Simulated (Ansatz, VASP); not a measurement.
Si2TeS3: VASP beside Ansatz

```
CELL_PARAMETERS angstrom
5.25764 0.00000 0.00000
-2.62882 4.55325 0.00000
0.00000 0.00000 4.79171
ATOMIC_POSITIONS crystal
Si 0.33333 0.66667 0.00000
Si 0.66667 0.33333 0.00000
Te 0.00000 0.00000 0.00000
S 0.50000 0.00000 0.50000
S 0.00000 0.50000 0.50000
S 0.50000 0.50000 0.50000
```

Change from the starting cell: species swapped into the CeCo3Cu2 type (P6/mmm, No. 191).

Alike in both runs: functional PBE; k mesh 6 × 6 × 4; occupations gaussian, width 0.1 eV; no spin polarisation.

Ansatz relaxed the structure, and its values are those at the end. VASP's run is a single point on that final structure, the one shown.

|  | VASP | Ansatz |
| --- | --- | --- |
| version | VASP 6.6.1 | Ansatz 0.2.0 |
| potentials or method | VASP PAW PBE potentials, release 64 (Si, Te, S), cutoff 520 eV | scalar-relativistic, plane waves, PAW |
| valence electrons in the cell | 32 | 42 |

|  | VASP | Ansatz | Ansatz less VASP |
| --- | --- | --- | --- |
| gap on the k mesh at the Fermi level (eV) | none | none | - |
| pressure (GPa) | 0.0 | 0.0 | +0.08 |

A gap of «none» marks a metal or a gap that the smearing closes. VASP's potentials hold 32 valence electrons a cell and Ansatz's 42, so a difference there can come from the potentials and not from the codes.

Neither program's run includes spin-orbit coupling.
